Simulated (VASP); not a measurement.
# TaN in VASP: notebook

The runs below take TaN through single point, with PBEsol.

All numbers are computed with VASP 6.6.1; they aren't measurements. Logs are shortened: lines on timing, memory, paths and dates and some standing lists are left out, and cuts for length are marked.

### 1 The cell of the first run

It takes space group P4/nmm (No. 129, tetragonal). Conventional cell: a = 3.094 Å, b = 3.094 Å, c = 4.375 Å, α = 90.00°, β = 90.00°, γ = 90.00°. Ta (site symmetry 4mm) has 6 N at 2.15 to 2.22 Å within 2.8 Å. Within 2.8 Å of N (site symmetry 4mm) lie 6 Ta at 2.15 to 2.22 Å.

### 2 Single point, PBEsol (mode 1 frozen in at -0.065 Å and mode 2 at +0.000 Å (largest displacements))

The input, INCAR:

```
SYSTEM = TaN
ALGO     = Normal         ! electronic algorithm
EDIFF    = 1E-7           ! SCF threshold, eV
ENCUT    = 520            ! plane-wave cutoff, eV
GGA      = PS             ! functional
ISIF     = 2              ! what is computed and relaxed
ISMEAR   = 0              ! smearing method
LASPH    = .True.         ! aspherical terms in the spheres
LCHARG   = .False.        ! write CHGCAR
LREAL    = .False.        ! projectors in reciprocal space
LWAVE    = .False.        ! write WAVECAR
NBANDS   = 24             ! bands
NELM     = 80             ! most SCF steps
PREC     = Accurate       ! precision mode
SIGMA    = 0.15           ! smearing width, eV
```

The input, KPOINTS:

```
k-points
0
Gamma
  14 14 10
  0 0 0
```

The input, POSCAR:

```
TaN
1.0
    0.0000000000     -2.1874436362     -2.1874436362
    0.0000000000      2.1874436362     -2.1874436362
    4.3748872723      0.0000000000      0.0000000000
Ta N
2 2
Direct
    0.5000000000      0.5000000000     -0.0069550590
    0.0000000000      0.0000000000      0.5069550590
    0.5000000000      0.5000000000      0.4850967589
    0.0000000000      0.0000000000      0.0149032411
```

Potentials or basis: VASP PAW PBE potentials, release 64 (Ta_pv, N).

The run is started by

```bash
cat potpaw_PBE.64/Ta_pv/POTCAR potpaw_PBE.64/N/POTCAR > POTCAR
mpirun -np 1 vasp_std > vasp.out
```

OUTCAR:

```text
SYSTEM = TaN
   EDIFF = 1E-7
   ENCUT = 520
   GGA = PS
   ISIF = 2
   ISMEAR = 0
   LASPH = .True.
   LREAL = .False.
   NELM = 80
   PREC = Accurate

 ion  position               nearest neighbor table
   1  0.500  0.500  0.993-   3 2.15   4 2.19   4 2.19   4 2.19   4 2.19   3 2.22   2 3.05   2 3.05
                             2 3.05   2 3.05   2 3.14   2 3.14   2 3.14   2 3.14
   2  0.000  0.000  0.507-   4 2.15   3 2.19   3 2.19   3 2.19   3 2.19   4 2.22   1 3.05   1 3.05
                             1 3.05   1 3.05   1 3.14   1 3.14   1 3.14   1 3.14
   3  0.500  0.500  0.485-   1 2.15   2 2.19   2 2.19   2 2.19   2 2.19   1 2.22
   4  0.000  0.000  0.015-   2 2.15   1 2.19   1 2.19   1 2.19   1 2.19   2 2.22

  LATTYP: Found a simple tetragonal cell.
 ALAT       =     3.0935124572
 C/A-ratio  =     1.4142135623

  Lattice vectors:

 A1 = (   0.0000000000,  -2.1874436362,  -2.1874436362)
 A2 = (   0.0000000000,   2.1874436362,  -2.1874436362)
 A3 = (   4.3748872723,   0.0000000000,   0.0000000000)

Analysis of symmetry for initial positions (statically):
=====================================================================
 Subroutine PRICEL returns:
 Original cell was already a primitive cell.

 Routine SETGRP: Setting up the symmetry group for a
 simple tetragonal supercell.

 Subroutine GETGRP returns: Found 16 space group operations
 (whereof  8 operations were pure point group operations)
 out of a pool of 16 trial point group operations.

The static configuration has the point symmetry C_4v.
 The point group associated with its full space group is D_4h.

Analysis of symmetry for dynamics (positions and initial velocities):
=====================================================================
 Subroutine PRICEL returns:
 Original cell was already a primitive cell.

 Routine SETGRP: Setting up the symmetry group for a
 simple tetragonal supercell.

 Subroutine GETGRP returns: Found 16 space group operations
 (whereof  8 operations were pure point group operations)
 out of a pool of 16 trial point group operations.

The dynamic configuration has the point symmetry C_4v.
 The point group associated with its full space group is D_4h.

 Subroutine INISYM returns: Found 16 space group operations
 (whereof  8 operations are pure point group operations),
 and found     1 'primitive' translations

----------------------------------------------------------------------------------------

                                     Primitive cell

  volume of cell :      41.8669

  direct lattice vectors                    reciprocal lattice vectors
     0.000000000 -2.187443636 -2.187443636     0.000000000 -0.228577318 -0.228577318
     0.000000000  2.187443636 -2.187443636     0.000000000  0.228577318 -0.228577318
     4.374887272  0.000000000  0.000000000     0.228577318  0.000000000  0.000000000

  length of vectors
     3.093512457  3.093512457  4.374887272     0.323257143  0.323257143  0.228577318

  position of ions in fractional coordinates (direct lattice)
     0.500000000  0.500000000  0.993044941
     0.000000000  0.000000000  0.506955059
     0.500000000  0.500000000  0.485096759
     0.000000000  0.000000000  0.014903241

  ion indices of the primitive-cell ions
   primitive index   ion index
                 1           1
                 2           2
                 3           3
                 4           4

----------------------------------------------------------------------------------------

 KPOINTS: k-points

Automatic generation of k-mesh.
 Grid dimensions read from file:
 generate k-points for:   14   14   10

 Generating k-lattice:

  Cartesian coordinates                     Fractional coordinates (reciprocal lattice)
     0.000000000 -0.016326951 -0.016326951     0.071428571  0.000000000  0.000000000
     0.000000000  0.016326951 -0.016326951     0.000000000  0.071428571  0.000000000
     0.022857732  0.000000000  0.000000000     0.000000000  0.000000000  0.100000000

  Length of vectors
     0.023089796  0.023089796  0.022857732

  Shift w.r.t. Gamma in fractional coordinates (k-lattice)
     0.000000000  0.000000000  0.000000000

 Subroutine IBZKPT returns following result:
 ===========================================

 Found    216 irreducible k-points:

 Following reciprocal coordinates:
            Coordinates               Weight
  0.000000  0.000000  0.000000      1.000000
  0.071429  0.000000  0.000000      4.000000
  0.142857  0.000000  0.000000      4.000000
  0.214286  0.000000  0.000000      4.000000
  0.285714  0.000000  0.000000      4.000000
  0.357143  0.000000  0.000000      4.000000
[... 16 lines left out ...]
  0.285714  0.214286  0.000000      8.000000
  0.357143  0.214286  0.000000      8.000000
 [... further k-points ...]
   k-points           NKPTS =    216   k-points in BZ     NKDIM =    216   number of bands    NBANDS=     24
   number of dos      NEDOS =    301   number of ions     NIONS =      4
[... 68 lines left out ...]
 cond. band min:       9.4945507936   @ k =   0.3571   0.0714   0.3000
 fundamental gap:      0.0138192657
 Fermi energy:         9.4856944904

 k-point     1 :       0.0000    0.0000    0.0000
  band No.  band energies     occupation
      1     -26.8974      2.00000
      2     -26.4348      2.00000
      3     -26.4348      2.00000
      4     -26.1283      2.00000
      5     -26.1283      2.00000
      6     -26.1208      2.00000
[... 16 lines left out ...]
     23      13.2101      0.00000
     24      13.2101      0.00000

 k-point     2 :       0.0714    0.0000    0.0000
  band No.  band energies     occupation
      1     -26.8859      2.00000
      2     -26.4564      2.00000
      3     -26.4280      2.00000
      4     -26.1588      2.00000
      5     -26.1290      2.00000
      6     -26.1283      2.00000
[... 16 lines left out ...]
     23      13.1085      0.00000
     24      13.1189      0.00000

 k-point     3 :       0.1429    0.0000    0.0000
  band No.  band energies     occupation
      1     -26.8526      2.00000
      2     -26.5158      2.00000
      3     -26.4083      2.00000
      4     -26.2437      2.00000
      5     -26.1510      2.00000
      6     -26.1316      2.00000
[... 16 lines left out ...]
     23      12.8524      0.00000
     24      12.9070      0.00000

 k-point     4 :       0.2143    0.0000    0.0000
  band No.  band energies     occupation
      1     -26.7999      2.00000
      2     -26.5986      2.00000
      3     -26.3779      2.00000
      4     -26.3655      2.00000
      5     -26.1888      2.00000
      6     -26.1373      2.00000
[... 16 lines left out ...]
     23      13.3035      0.00000
     24      14.0767      0.00000

 k-point     5 :       0.2857    0.0000    0.0000
  band No.  band energies     occupation
      1     -26.7322      2.00000
      2     -26.6850      2.00000
      3     -26.5000      2.00000
      4     -26.3401      2.00000
      5     -26.2412      2.00000
      6     -26.1476      2.00000
[... 16 lines left out ...]
     23      14.0618      0.00000
     24      14.3400      0.00000

 k-point     6 :       0.3571    0.0000    0.0000
  band No.  band energies     occupation
      1     -26.7551      2.00000
      2     -26.6699      2.00000
      3     -26.6077      2.00000
      4     -26.3069      2.00000
      5     -26.2985      2.00000
      6     -26.1643      2.00000
[... 16 lines left out ...]
     23      15.2048      0.00000
     24      15.4364      0.00000
[... 379 lines left out ...]
 k-point    21 :       0.5000    0.1429    0.0000
  band No.  band energies     occupation
      1     -26.7866      2.00000
      2     -26.7866      2.00000
      3     -26.4605      2.00000
      4     -26.4605      2.00000
      5     -26.2832      2.00000
      6     -26.2832      2.00000
[... 16 lines left out ...]
     23      15.6835      0.00000
     24      15.6835      0.00000

 k-point    22 :       0.2143    0.2143    0.0000
  band No.  band energies     occupation
      1     -26.7192      2.00000
      2     -26.6217      2.00000
      3     -26.4679      2.00000
      4     -26.4629      2.00000
      5     -26.2467      2.00000
      6     -26.2367      2.00000
[... 16 lines left out ...]
     23      13.6226      0.00000
     24      14.2600      0.00000

 k-point    23 :       0.2857    0.2143    0.0000
  band No.  band energies     occupation
      1     -26.6878      2.00000
      2     -26.6657      2.00000
      3     -26.5646      2.00000
      4     -26.4481      2.00000
      5     -26.2748      2.00000
      6     -26.2723      2.00000
[... 16 lines left out ...]
     23      13.7815      0.00000
     24      14.3245      0.00000

 k-point    24 :       0.3571    0.2143    0.0000
  band No.  band energies     occupation
      1     -26.7546      2.00000
      2     -26.6798      2.00000
      3     -26.5874      2.00000
      4     -26.4161      2.00000
      5     -26.3227      2.00000
      6     -26.2916      2.00000
[... 16 lines left out ...]
     23      13.5099      0.00000
     24      14.9864      0.00000

 [... further k-points ...]
[... 5 lines left out ...]
  --------------------------------------------------------------------------------------
  -------------------------------------------------------------------------------------
  Total        1.0463590     -0.0459879     -0.0459879      0.0000000      0.0000000      0.0000000
  in kB       40.0424546     -1.7598820     -1.7598820      0.0000000      0.0000000      0.0000000
  external PRESSURE =      12.1742302 kB  Pullay stress =       0.0000000 kB

 VOLUME and BASIS-vectors are now :
 -----------------------------------------------------------------------------
  energy-cutoff  :      520.00
  volume of cell :       41.87
      direct lattice vectors                 reciprocal lattice vectors
     0.000000000 -2.187443636 -2.187443636     0.000000000 -0.228577318 -0.228577318
     0.000000000  2.187443636 -2.187443636     0.000000000  0.228577318 -0.228577318
     4.374887272  0.000000000  0.000000000     0.228577318  0.000000000  0.000000000

 POSITION                                       TOTAL-FORCE (eV/Angst)
 -----------------------------------------------------------------------------------
      4.34446      0.00000     -2.18744        -1.001394      0.000000      0.000000
      2.21787      0.00000      0.00000         1.001394      0.000000      0.000000
      2.12224      0.00000     -2.18744         0.028756      0.000000      0.000000
      0.06520      0.00000      0.00000        -0.028756     -0.000000     -0.000000
 -----------------------------------------------------------------------------------
    total drift:                                0.000000     -0.000000      0.000000

  FREE ENERGIE OF THE ION-ELECTRON SYSTEM (eV)
  ---------------------------------------------------
  free  energy   TOTEN  =       -46.4692542583 eV

  energy  without entropy=      -46.4510242965  energy(sigma->0) =      -46.46013928
```

Wall time 2.7 min (1 thread of AMD EPYC 7R13 (Zen 3), shared host); peak memory 0.27 GiB.

What came out:

| Quantity | Value |
| --- | --- |
| Free energy | -46.4693 eV |
| Pressure | 1.2 GPa |
| Largest force | 1.001 eV/Å |
| Band gap on the k mesh | zero (band 16 reaches 11.48 eV, above the bottom of band 17 at 7.46 eV) |

Forces in eV/Å, atoms in the order of the input:
```
Ta  -1.001  0.000  0.000
Ta   1.001  0.000  0.000
N    0.029  0.000  0.000
N   -0.029  0.000  0.000
```

Stress tensor (GPa, compression positive):
```
 4.00  0.00  0.00
 0.00 -0.18  0.00
 0.00  0.00 -0.18
```

Levels at points of the mesh, in eV from the Fermi level:
| k point | band 13 | band 14 | band 15 | band 16 | band 17 | band 18 | band 19 | band 20 |
| --- | --- | --- | --- | --- | --- | --- | --- | --- |
| (0.00, 0.00, 0.00) | -3.76 | -3.75 | -3.75 | -2.10 | -2.02 | -2.02 | 0.09 | 0.17 |
| (0.50, 0.00, 0.00) | -6.61 | -6.61 | 0.45 | 0.45 | 0.54 | 0.54 | 1.92 | 1.92 |
| (0.50, 0.50, 0.00) | -4.60 | -4.60 | -4.57 | -4.57 | 2.25 | 2.25 | 3.71 | 3.71 |
| (0.00, 0.00, 0.50) | -4.60 | -4.60 | -4.28 | -4.02 | 0.94 | 1.16 | 1.27 | 1.27 |
| (0.50, 0.00, 0.50) | -7.60 | -7.60 | 1.99 | 1.99 | 2.00 | 2.00 | 2.03 | 2.03 |
| (0.50, 0.50, 0.50) | -6.40 | -6.40 | -0.79 | -0.79 | 0.64 | 0.64 | 3.72 | 3.72 |

Caveat: the cell differs from its parent crystal (mode 1 frozen in at -0.065 Å and mode 2 at +0.000 Å (largest displacements)); the PAW data sets were made with another functional, which shifts forces and pressure a little; spin-orbit coupling is left out, which moves the levels of the heavy elements.

### 3 Single point, PBEsol (mode 1 frozen in at +0.000 Å and mode 2 at -0.057 Å (largest displacements))

The input, INCAR:

```
SYSTEM = TaN
PREC = Accurate ; ENCUT = 520
EDIFF = 1E-6 ; ISMEAR = 0
SIGMA = 0.15 ; LREAL = .False.
LASPH = .True. ; NELM = 60
ALGO = Normal ; ISIF = 2
LWAVE = .False. ; LCHARG = .False.
GGA = PS ; NBANDS = 24
```

The input, KPOINTS:

```
regular mesh
0
Gamma
  14 14 10
  0 0 0
```

The input, POSCAR:

```
TaN
1.0
    0.0000000000     -2.1874436362     -2.1874436362
    0.0000000000      2.1874436362     -2.1874436362
    4.3748872723      0.0000000000      0.0000000000
Ta N
2 2
Direct
    0.5118583951      0.4881416049      0.0000000000
   -0.0118583951      0.0118583951      0.5000000000
    0.4869710929      0.5130289071      0.5000000000
    0.0130289071     -0.0130289071      0.0000000000
```

Potentials or basis: VASP PAW PBE potentials, release 64 (Ta_pv, N).

The run is started by

```bash
cat potpaw_PBE.64/Ta_pv/POTCAR potpaw_PBE.64/N/POTCAR > POTCAR
mpirun -np 1 vasp_std > vasp.out
```

It took 8.6 min on 1 thread of AMD EPYC 7R13, shared host; peak memory 0.36 GiB.

Results (log left out):

| Quantity | Value |
| --- | --- |
| Free energy | -46.4430 eV |
| Pressure | 1.2 GPa |
| Largest force | 0.257 eV/Å |
| Band gap on the k mesh | zero (band 16 reaches 11.42 eV, above the bottom of band 17 at 7.40 eV) |

Forces on the atoms (eV/Å):
```
Ta   0.000 -0.257  0.000
Ta   0.000  0.257  0.000
N    0.000  0.040  0.000
N    0.000 -0.040  0.000
```

Stress tensor (GPa, compression positive):
```
-0.83  0.00  0.00
 0.00  4.02  0.00
 0.00  0.00  0.44
```

Levels at points of the mesh, in eV from the Fermi level:
| k point | band 13 | band 14 | band 15 | band 16 | band 17 | band 18 | band 19 | band 20 |
| --- | --- | --- | --- | --- | --- | --- | --- | --- |
| (0.00, 0.00, 0.00) | -3.77 | -3.77 | -3.76 | -2.13 | -2.09 | -2.08 | 0.08 | 0.18 |
| (0.50, 0.00, 0.00) | -6.98 | -6.30 | -0.14 | 0.42 | 0.77 | 1.48 | 1.68 | 1.96 |
| (0.50, 0.50, 0.00) | -4.60 | -4.59 | -4.59 | -4.39 | 2.23 | 2.27 | 3.69 | 3.71 |
| (0.00, 0.00, 0.50) | -4.84 | -4.84 | -4.17 | -4.17 | 0.97 | 0.97 | 1.68 | 1.68 |
| (0.50, 0.00, 0.50) | -7.60 | -7.60 | 1.93 | 1.93 | 2.02 | 2.02 | 2.10 | 2.10 |
| (0.50, 0.50, 0.50) | -6.74 | -6.74 | -0.18 | -0.18 | -0.14 | -0.14 | 3.72 | 3.72 |

Caveat: the cell differs from its parent crystal (mode 1 frozen in at +0.000 Å and mode 2 at -0.057 Å (largest displacements)); the PAW data sets were made with another functional, which shifts forces and pressure a little; spin-orbit coupling is left out, which moves the levels of the heavy elements.

### 4 Single point, PBEsol (mode 1 frozen in at -0.065 Å and mode 2 at +0.000 Å (largest displacements))

The input, INCAR:

```
SYSTEM = TaN
ALGO     = Normal         ! electronic algorithm
EDIFF    = 1E-6           ! SCF threshold, eV
ENCUT    = 600            ! plane-wave cutoff, eV
GGA      = PS             ! functional
GGA_COMPAT= .False.      
ISIF     = 2              ! what is computed and relaxed
ISMEAR   = 0              ! smearing method
LASPH    = .True.         ! aspherical terms in the spheres
LCHARG   = .False.        ! write CHGCAR
LREAL    = .False.        ! projectors in reciprocal space
LWAVE    = .False.        ! write WAVECAR
NBANDS   = 26             ! bands
NELM     = 120            ! most SCF steps
PREC     = Accurate       ! precision mode
SIGMA    = 0.15           ! smearing width, eV
```

The input, KPOINTS:

```
k-points
0
Gamma
  14 14 10
  0 0 0
```

The input, POSCAR:

```
TaN
1.0
    0.0000000000     -2.1874436362     -2.1874436362
    0.0000000000      2.1874436362     -2.1874436362
    4.3748872723      0.0000000000      0.0000000000
Ta N
2 2
Direct
    0.5000000000      0.5000000000     -0.0069550590
    0.0000000000      0.0000000000      0.5069550590
    0.5000000000      0.5000000000      0.4850967589
    0.0000000000      0.0000000000      0.0149032411
```

Potentials or basis: VASP PAW PBE potentials, release 64 (Ta_sv_GW, N).

The run is started by

```bash
cat potpaw_PBE.64/Ta_sv_GW/POTCAR potpaw_PBE.64/N/POTCAR > POTCAR
mpirun -np 1 vasp_std > vasp.out
```

Run time: 5.2 min. Hardware: 1 thread of Intel Xeon 6975P-C (Granite Rapids), shared host; peak memory 0.38 GiB.

Results (log left out):

```
Free energy            : -51.5616 eV
Pressure               : 0.3 GPa
Largest force          : 0.993 eV/Å
Band gap on the k mesh : zero (band 18 reaches 15.81 eV, above the bottom of band 19 at 11.80 eV)
```

Forces in eV/Å, atoms in the order of the input:
```
Ta  -0.993  0.000  0.000
Ta   0.993  0.000  0.000
N    0.028  0.000  0.000
N   -0.028  0.000  0.000
```

Stress tensor (GPa, compression positive):
```
 3.04  0.00  0.00
 0.00 -1.10  0.00
 0.00  0.00 -1.10
```

Levels at points of the mesh, in eV from the Fermi level:
| k point | band 16 | band 17 | band 18 | band 19 | band 20 | band 21 |
| --- | --- | --- | --- | --- | --- | --- |
| (0.00, 0.00, 0.00) | -3.75 | -3.75 | -2.09 | -2.02 | -2.02 | 0.10 |
| (0.50, 0.00, 0.00) | -6.60 | 0.46 | 0.46 | 0.53 | 0.53 | 1.92 |
| (0.50, 0.50, 0.00) | -4.59 | -4.57 | -4.57 | 2.26 | 2.26 | 3.72 |
| (0.00, 0.00, 0.50) | -4.59 | -4.27 | -4.01 | 0.95 | 1.17 | 1.27 |
| (0.50, 0.00, 0.50) | -7.60 | 1.99 | 1.99 | 2.01 | 2.01 | 2.03 |
| (0.50, 0.50, 0.50) | -6.39 | -0.79 | -0.79 | 0.63 | 0.63 | 3.74 |

Caveat: the cell differs from its parent crystal (mode 1 frozen in at -0.065 Å and mode 2 at +0.000 Å (largest displacements)); the PAW data sets were made with another functional, which shifts forces and pressure a little; spin-orbit coupling is left out, which moves the levels of the heavy elements.
